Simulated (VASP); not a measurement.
Input of a VASP 6.6.1 run:

File POSCAR:

```
SnTe
1.0
    0.0000000000      3.2212236489      3.2212236489
    3.2212236489      0.0000000000      3.2212236489
    3.2212236489      3.2212236489      0.0000000000
Sn Te
1 1
Direct
    0.0000000000      0.0000000000      0.0000000000
    0.5000000000      0.5000000000      0.5000000000
```

INCAR.step1

```
ALGO = Normal
EDIFF = 1E-5
ENCUT = 520
GGA = PE
ISIF = 2
ISMEAR = -1
LASPH = T
LREAL = F
LWAVE = T
NBANDS = 17
NELM = 80
PREC = Accurate
SIGMA = 0.02
```

Contents of INCAR.step2:

```
ALGO = Normal
EDIFF = 1E-6
ENCUT = 520
GGA = PE
HFSCREEN = 0.2079
ISIF = 2
ISMEAR = -1
ISTART = 1
LASPH = T
LCHARG = T
LELF = T
LHFCALC = T
LREAL = F
LVHAR = T
LWAVE = F
NBANDS = 17
NELM = 80
PREC = Accurate
PRECFOCK = Normal
SIGMA = 0.02
```

KPOINTS

```
k-points
0
Gamma
  6 6 6
```

Potentials or basis: VASP PAW PBE potentials, release 64 (Sn_d, Te).

Launch:

```console
$ cat potpaw_PBE.64/Sn_d/POTCAR potpaw_PBE.64/Te/POTCAR > POTCAR
$ cp INCAR.step1 INCAR
$ mpirun -np 1 vasp_std > vasp.out
$ cp INCAR.step2 INCAR
$ mpirun -np 1 vasp_std > vasp.out
```

Task: Predict the pressure.

Result: -1.7 GPa.

Task: Predict the band gap on the k mesh.

Result: 0.30 eV.

Caveat: the cell differs from its parent crystal (strain +1.0%); the PAW data sets were made with another functional, which shifts forces and pressure a little; spin-orbit coupling is left out, which moves the levels of the heavy elements. A k mesh can miss the band edges.
